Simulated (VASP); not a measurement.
## BaTe: single point with PBE

The system is BaTe.

```
Ba Te
1.0
     0.00000    3.45487    3.45487
     3.45487    0.00000    3.45487
     3.45487    3.45487    0.00000
Ba Te
1 1
Direct
  0.00000 0.00000 0.00000
  0.50000 0.50000 0.50000
```

* Program: VASP 6.6.1
* Task: single point
* Functional: PBE
* Potentials or basis: VASP PAW PBE potentials, release 64 (Ba_sv, Te)
* Cutoff: 500 eV
* k mesh: 4 × 4 × 4
* Occupations: gaussian, width 0.01 eV
* Spin: no spin polarisation

* Pressure: 2.7 GPa
* Band gap on the k mesh: 1.42 eV (least direct gap 1.80 eV)

Levels at points of the mesh, in eV from the valence-band top:
| k point | band 5 | band 6 | band 7 | band 8 | band 9 | band 10 | band 11 | band 12 |
| --- | --- | --- | --- | --- | --- | --- | --- | --- |
| (0.00, 0.00, 0.00) | -9.63 | 0.00 | 0.00 | 0.00 | 2.89 | 2.89 | 2.89 | 3.06 |
| (0.50, 0.00, 0.00) | -8.78 | -2.35 | -1.21 | -1.21 | 4.24 | 4.84 | 4.96 | 4.96 |
| (0.50, 0.50, 0.00) | -9.41 | -1.15 | -0.38 | -0.38 | 1.42 | 4.48 | 4.81 | 5.76 |

It took 15 s on 1 thread of Intel(R) Xeon(R) Platinum 8488C (Sapphire Rapids), with other jobs on the host, peak memory 0.2 GiB.

Caveat: spin-orbit coupling is left out, which moves the levels of the heavy elements. A k mesh can miss the band edges.
